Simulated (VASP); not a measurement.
# Ta3Bi2I3 (P-3m1) in VASP: notebook, part 2 of 2

VASP 6.6.1. The steps go on from the part before.

**3. Single point, PBE**

This run uses another cell than the first one, of 30.11 Å³/atom.

File INCAR:

```
SYSTEM = Ta3Bi2I3
PREC = Accurate
ENCUT = 520
EDIFF = 1E-6
ISMEAR = 0
SIGMA = 0.1
LREAL = .FALSE.
LASPH = .TRUE.
NELM = 80
ALGO = Normal
ISIF = 2
LWAVE = .FALSE.
LCHARG = .TRUE.
GGA = PE
LELF = .TRUE.
LVHAR = .TRUE.
NBANDS = 52
```

File KPOINTS:

```
Automatic mesh
0
G
  6 6 4
  0 0 0
```

File POSCAR:

```
Ta3Bi2I3
1.0
    4.9082328623      0.0000000000      0.0000000000
   -2.4541164312      4.2506543465      0.0000000000
    0.0000000000      0.0000000000     11.5440232345
Ta Bi I
3 2 3
Direct
    0.0000000000      0.0000000000      0.0000000000
    0.0000000000      0.0000000000      0.7705976617
    0.0000000000      0.0000000000      0.2294023383
    0.3333333333      0.6666666667      0.2773591973
    0.6666666667      0.3333333333      0.7226408027
    0.3333333333      0.6666666667      0.9125250775
    0.6666666667      0.3333333333      0.0874749225
    0.0000000000      0.0000000000      0.5000000000
```

Potentials or basis: VASP PAW PBE potentials, release 64 (Ta_pv, Bi_d, I).

Started as:

```sh
$ cat potpaw_PBE.64/Ta_pv/POTCAR potpaw_PBE.64/Bi_d/POTCAR potpaw_PBE.64/I/POTCAR > POTCAR
$ mpirun -np 1 vasp_std > vasp.out
```

OUTCAR:

```text
SYSTEM = Ta3Bi2I3
   PREC = Accurate
   ENCUT = 520
   EDIFF = 1E-6
   ISMEAR = 0
   LREAL = .FALSE.
   LASPH = .TRUE.
   NELM = 80
   ISIF = 2
   GGA = PE

 ion  position               nearest neighbor table
   1  0.000  0.000  0.000-   2 2.65   3 2.65   6 3.01   7 3.01   7 3.01   6 3.01   7 3.01   6 3.01

   2  0.000  0.000  0.771-   1 2.65   5 2.89   5 2.89   5 2.89   8 3.12   6 3.27   6 3.27   6 3.27

   3  0.000  0.000  0.229-   1 2.65   4 2.89   4 2.89   4 2.89   8 3.12   7 3.27   7 3.27   7 3.27

   4  0.333  0.667  0.277-   3 2.89   3 2.89   3 2.89   7 3.58   7 3.58   7 3.58
   5  0.667  0.333  0.723-   2 2.89   2 2.89   2 2.89   6 3.58   6 3.58   6 3.58
   6  0.333  0.667  0.913-   1 3.01   1 3.01   1 3.01   2 3.27   2 3.27   2 3.27   7 3.48   7 3.48
                             7 3.48   5 3.58   5 3.58   5 3.58
   7  0.667  0.333  0.087-   1 3.01   1 3.01   1 3.01   3 3.27   3 3.27   3 3.27   6 3.48   6 3.48
                             6 3.48   4 3.58   4 3.58   4 3.58
   8  0.000  0.000  0.500-   2 3.12   3 3.12

  LATTYP: Found a hexagonal cell.
 ALAT       =     4.9082328623
 C/A-ratio  =     2.3519713833

  Lattice vectors:

 A1 = (   4.9082328623,   0.0000000000,   0.0000000000)
 A2 = (  -2.4541164312,   4.2506543465,   0.0000000000)
 A3 = (   0.0000000000,   0.0000000000,  11.5440232345)

Analysis of symmetry for initial positions (statically):
=====================================================================
 Subroutine PRICEL returns:
 Original cell was already a primitive cell.

 Routine SETGRP: Setting up the symmetry group for a
 hexagonal supercell.

 Subroutine GETGRP returns: Found 12 space group operations
 (whereof 12 operations were pure point group operations)
 out of a pool of 24 trial point group operations.

The static configuration has the point symmetry D_3d.

Analysis of symmetry for dynamics (positions and initial velocities):
=====================================================================
 Subroutine PRICEL returns:
 Original cell was already a primitive cell.

 Routine SETGRP: Setting up the symmetry group for a
 hexagonal supercell.

 Subroutine GETGRP returns: Found 12 space group operations
 (whereof 12 operations were pure point group operations)
 out of a pool of 24 trial point group operations.

The dynamic configuration has the point symmetry D_3d.

 Subroutine INISYM returns: Found 12 space group operations
 (whereof 12 operations are pure point group operations),
 and found     1 'primitive' translations

----------------------------------------------------------------------------------------

                                     Primitive cell

  volume of cell :     240.8453

  direct lattice vectors                    reciprocal lattice vectors
     4.908232862  0.000000000  0.000000000     0.203739315  0.117628948  0.000000000
    -2.454116431  4.250654347  0.000000000     0.000000000  0.235257896  0.000000000
     0.000000000  0.000000000 11.544023234     0.000000000  0.000000000  0.086624912

  length of vectors
     4.908232862  4.908232862 11.544023234     0.235257896  0.235257896  0.086624912

  position of ions in fractional coordinates (direct lattice)
     0.000000000  0.000000000  0.000000000
[... 51 lines left out ...]
  0.166667  0.166667  0.000000      6.000000
  0.333333  0.166667  0.000000     12.000000
[... 16 lines left out ...]
  0.333333  0.166667  0.500000     12.000000
  0.333333  0.333333  0.500000      2.000000
   k-points           NKPTS =     24   k-points in BZ     NKDIM =     24   number of bands    NBANDS=     52
   number of dos      NEDOS =    301   number of ions     NIONS =      8
   total plane-waves  NPLWV = 144000
   dimension x,y,z NGX =    40 NGY =   40 NGZ =   90
   dimension x,y,z NGXF=    80 NGYF=   80 NGZF=  180
   ions per type =               3   2   3
   NGX,Y,Z   is equivalent  to a cutoff of  13.55, 13.55, 12.96 a.u.
   NGXF,Y,Z  is equivalent  to a cutoff of  27.10, 27.10, 25.92 a.u.
 SYSTEM =  Ta3Bi2I3
   PREC   = accura    normal or accurate (medium, high low for compatibility)
   ISTART =      0    job   : 0-new  1-cont  2-samecut
   ICHARG =      2    charge: 1-file 2-atom 10-const
   ISPIN  =      1    spin polarized calculation?
   LNONCOLLINEAR =      F non collinear calculations
   LSORBIT =      F    spin-orbit coupling
   LASPH  =      T    aspherical Exc in radial PAW
   ENCUT  =  520.0 eV  38.22 Ry    6.18 a.u.   9.13  9.13 21.46*2*pi/ulx,y,z
   NELM   =     80;   NELMIN=  2; NELMDL= -5     # of ELM steps
   EDIFF  = 0.1E-05   stopping-criterion for ELM
   LREAL  =      F    real-space projection
   EDIFFG = 0.1E-04   stopping-criterion for IOM
   NSW    =      0    number of steps for IOM
   IBRION =     -1    ionic relax: 0-MD 1-quasi-New 2-CG
   NFREE  =      0    steps in history (QN), initial steepest desc. (CG)
   ISIF   =      2    stress and relaxation
   ISYM   =      2    0-nonsym 1-usesym 2-fastsym
   POTIM  = 0.5000    time-step for ionic-motion
   TEBEG  =    0.0;   TEEND  =   0.0 temperature during run
   PSTRESS=    0.0 pullay stress
   NELECT =      84.0000    total number of electrons
   NUPDOWN=      -1.0000    fix difference up-down
   EMIN   =  10.00;   EMAX   =-10.00  energy-range for DOS
   EFERMI =   0.00;   METHOD = LEGACY
   ISMEAR =     0;   SIGMA  =   0.10  broadening in eV -4-tet -1-fermi 0-gaus
   EFERMI_NEDOS =   21; number of points for ismear=-14 and -15
   IALGO  =     38    algorithm
   IMIX   =      4    mixing-type and parameters
     AMIX     =   0.40;   BMIX     =  1.00
     AMIX_MAG =   1.60;   BMIX_MAG =  1.00
  volume/ion in A,a.u.               =      30.11       203.16
  Fermi-wavevector in a.u.,A,eV,Ry     =   1.152361  2.177646 18.067664  1.327936
  Thomas-Fermi vector in A             =   2.289013
   LORBIT       =      0    0 simple, 1 ext, 2 COOP (PROOUT), +10 PAW based schemes
   GGA     = PE    functional components
   LHFCALC =     F    Hartree Fock is set to
   AEXX    =    0.0000 exact exchange contribution
   IVDW    =     0    specifies the selected vdW correction
   LEPSILON=     F    determine dielectric tensor
   LRPA    =     F    only Hartree local field effects (RPA)
 non-spin polarized calculation
 Gauss-broadening in eV      SIGMA  =   0.10
  energy-cutoff  :      520.00
  volume of cell :      240.85
 maximum number of plane-waves:      6530
 NGX is ok and might be reduce to    40
   NGX = 19   NGY = 19   NGZ = 43

 number of electron      84.0000001 magnetization

 Free energy of the ion-electron system (eV)
  ---------------------------------------------------
  ext. energy  EPLUGINS =         0.00000000
  ---------------------------------------------------
  free energy    TOTEN  =       -42.99521237 eV

  energy without entropy =      -42.96507279  energy(sigma->0) =      -42.98014258

 E-fermi :   5.9755     XC(G=0):  -9.7154

 val. band max:        5.9733060600   @ k =   0.5000   0.0000   0.2500
 cond. band min:       5.9997458905   @ k =   0.0000   0.3333   0.2500
 fundamental gap:      0.0264398305
 Fermi energy:         5.9754898321

 k-point     1 :       0.0000    0.0000    0.0000
  band No.  band energies     occupation
      1     -29.5613      2.00000
      2     -29.3161      2.00000
      3     -29.3161      2.00000
      4     -29.2946      2.00000
      5     -29.2946      2.00000
      6     -29.2233      2.00000
[... 1309 lines left out ...]
     51       7.7152      0.00000
     52       7.8272      0.00000

------------------------ aborting loop because EDIFF is reached ----------------------------------------

  FORCE on cell =-STRESS in cart. coord.  units (eV):
  Direction    XX          YY          ZZ          XY          YZ          ZX
  --------------------------------------------------------------------------------------
  -------------------------------------------------------------------------------------
  Total       -0.0400117     -0.0400117     -0.0051094      0.0000000      0.0000000      0.0000000
  in kB       -0.2661704     -0.2661704     -0.0339896      0.0000000      0.0000000      0.0000000
  external PRESSURE =      -0.1887768 kB  Pullay stress =       0.0000000 kB

 VOLUME and BASIS-vectors are now :
 -----------------------------------------------------------------------------
  energy-cutoff  :      520.00
  volume of cell :      240.85
      direct lattice vectors                 reciprocal lattice vectors
     4.908232862  0.000000000  0.000000000     0.203739315  0.117628948  0.000000000
    -2.454116431  4.250654347  0.000000000     0.000000000  0.235257896  0.000000000
     0.000000000  0.000000000 11.544023234     0.000000000  0.000000000  0.086624912

 POSITION                                       TOTAL-FORCE (eV/Angst)
 -----------------------------------------------------------------------------------
      0.00000      0.00000      0.00000        -0.000000      0.000000      0.000000
      0.00000      0.00000      8.89580        -0.000000      0.000000      0.003907
      0.00000      0.00000      2.64823        -0.000000     -0.000000     -0.003907
     -0.00000      2.83377      3.20184         0.000000     -0.000000      0.008799
      2.45412      1.41688      8.34218        -0.000000      0.000000     -0.008799
     -0.00000      2.83377     10.53421         0.000000     -0.000000     -0.005477
      2.45412      1.41688      1.00981         0.000000      0.000000      0.005477
      0.00000      0.00000      5.77201        -0.000000      0.000000      0.000000
 -----------------------------------------------------------------------------------
    total drift:                                0.000000     -0.000000     -0.000000

  FREE ENERGIE OF THE ION-ELECTRON SYSTEM (eV)
  ---------------------------------------------------
  free  energy   TOTEN  =       -42.9952123747 eV

  energy  without entropy=      -42.9650727886  energy(sigma->0) =      -42.98014258
```

Wall time 4.7 min (1 thread of Intel Xeon 6975P-C (Granite Rapids), shared host); peak memory 0.53 GiB.

Results:

* Free energy: -42.9952 eV
* Pressure: 0.0 GPa
* Largest force: 0.009 eV/Å
* Band gap on the k mesh: zero (bands 42 and 43 overlap by 0.32 eV)

Forces on the atoms (eV/Å):
```
Ta   0.000  0.000  0.000
Ta   0.000  0.000  0.004
Ta   0.000  0.000 -0.004
Bi   0.000  0.000  0.009
Bi   0.000  0.000 -0.009
I    0.000  0.000 -0.005
I    0.000  0.000  0.005
I    0.000  0.000  0.000
```

Levels at points of the mesh, in eV from the Fermi level:
| k point | band 38 | band 39 | band 40 | band 41 | band 42 | band 43 | band 44 | band 45 | band 46 | band 47 |
| --- | --- | --- | --- | --- | --- | --- | --- | --- | --- | --- |
| (0.00, 0.00, 0.00) | -2.09 | -1.93 | -1.93 | -1.22 | -0.16 | 0.32 | 0.32 | 1.08 | 1.13 | 1.13 |
| (0.50, 0.00, 0.00) | -1.72 | -1.26 | -1.14 | -0.56 | -0.11 | 0.29 | 0.38 | 0.48 | 0.93 | 1.00 |
| (0.00, 0.00, 0.50) | -2.29 | -1.62 | -1.62 | -0.50 | -0.22 | -0.18 | -0.14 | -0.14 | 1.59 | 1.59 |
| (0.50, 0.00, 0.50) | -1.50 | -1.49 | -1.31 | -0.87 | -0.01 | 0.03 | 0.24 | 0.57 | 0.85 | 0.90 |

Caveat: spin-orbit coupling is left out, which moves the levels of the heavy elements.

The gap in the log of VASP goes by the Fermi energy; the results here count the filled bands.